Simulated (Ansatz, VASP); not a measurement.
**One calculation of Te4W, two programs**

```
Te W
1.0
     4.11382   -4.93348    0.00000
     4.11382    4.93348    0.00000
     0.00000    0.00000    3.74865
Te W
4 1
Direct
  0.73274 0.26726 0.50000
  0.28356 0.28356 0.00000
  0.71644 0.71644 0.00000
  0.26726 0.73274 0.50000
  0.50000 0.50000 0.50000
```

Change from the starting cell: species swapped into the FeCl4 type (Cmmm, No. 65).

Alike in both runs: task relaxation of cell and atoms; functional PBE; k mesh 4 × 4 × 4; occupations gaussian, width 0.1 eV; no spin polarisation.

|  | VASP | Ansatz |
| --- | --- | --- |
| version | VASP 6.6.1 | Ansatz 0.2.0 |
| potentials or method | VASP PAW PBE potentials, release 64 (Te, W_sv), cutoff 600 eV | scalar-relativistic, plane waves, PAW |
| valence electrons in the cell | 38 | 78 |

```tsv
	VASP	Ansatz	Ansatz less VASP
gap on the k mesh at the Fermi level, each at its own relaxed structure (eV)	none	none	-
relaxed volume (Å³/atom)	29.60	29.57	-0.028
relaxed cell length with the largest relative difference (Å)	6.721	6.626	-0.0948
```

A gap of «none» marks a metal or a gap that the smearing closes. VASP's potentials hold 38 valence electrons a cell and Ansatz's 78, so a difference there can come from the potentials and not from the codes.

The k mesh is coarse, so the values compare programs but aren't converged. Neither program's run includes spin-orbit coupling.
